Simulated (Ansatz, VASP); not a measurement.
## Au: VASP beside Ansatz

```
CELL_PARAMETERS angstrom
2.74841 0.00000 0.00000
0.00000 2.74841 0.00000
0.00000 0.00000 2.74841
ATOMIC_POSITIONS crystal
Au 0.50000 0.50000 0.50000
```

Alike in both runs: task relaxation of cell and atoms; functional B3LYP; k mesh 5 × 5 × 5; occupations fermi-dirac, width 0.05 eV; no spin polarisation.

|  | VASP | Ansatz |
| --- | --- | --- |
| version | VASP 6.6.1 | Ansatz 0.2.0 |
| potentials or method | VASP PAW PBE potentials, release 64 (Au) | Ansatz PAW |
| plane-wave cutoff (eV) | 600 | 420 |
| valence electrons in the cell | 11 | 19 |

|  | VASP | Ansatz | Ansatz less VASP |
| --- | --- | --- | --- |
| gap on the k mesh at the Fermi level, each at its own relaxed structure (eV) | none | none | - |
| relaxed volume (Å³/atom) | 22.01 | 21.93 | -0.089 |
| relaxed length of the cell vector where the two differ most in proportion (Å) | 2.803 | 2.799 | -0.0038 |

VASP's potentials were made for PBE, not for B3LYP. A gap of «none» marks a metal or a gap that the smearing closes. VASP's potentials hold 11 valence electrons a cell and Ansatz's 19, so a difference there can come from the potentials and not from the codes.

The k mesh is coarse, so the values compare programs but aren't converged. Neither program's run includes spin-orbit coupling. Noted on Ansatz's run: the plane-wave basis is chosen anew once the cell has moved, so the energies of steps on either side of that aren't comparable.
